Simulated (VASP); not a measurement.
## Ta: single point with PBE

Crystal: Ta.

```xyz
1
Lattice="-1.6542 1.6542 1.6542 1.6542 -1.6542 1.6542 1.6542 1.6542 -1.6542" Properties=species:S:1:pos:R:3 pbc="T T T"
Ta    0.0000    0.0000    0.0000
```

```yaml
Program: VASP 6.6.1
Task: single point
Functional: PBE
Potentials_or_basis: VASP PAW PBE potentials, release 64 (Ta_pv)
Cutoff: 520 eV
k_mesh: 8 × 8 × 8
Occupations: gaussian, width 0.1 eV
Spin: no spin polarisation
```

```yaml
Pressure: 0.0 GPa
Band_gap_on_the_k_mesh: zero (an odd number of electrons rules out a gap without spin polarisation)
```

Levels at points of the mesh, in eV from the Fermi level:
| k point | band 3 | band 4 | band 5 | band 6 | band 7 | band 8 |
| --- | --- | --- | --- | --- | --- | --- |
| (0.00, 0.00, 0.00) | -33.08 | -7.92 | 0.73 | 0.73 | 0.73 | 3.98 |
| (0.50, 0.00, 0.00) | -33.09 | -4.37 | -1.54 | 1.54 | 3.86 | 4.88 |
| (0.50, 0.50, 0.50) | -33.89 | -3.79 | -3.79 | 6.79 | 6.79 | 6.79 |

Wall time 5 s on 1 thread of Intel(R) Xeon(R) Platinum 8259CL CPU @ 2.50GHz (Skylake/Cascade Lake) (shared host), peak memory 0.14 GiB.

Caveat: spin-orbit coupling is left out, which moves the levels of the heavy elements.
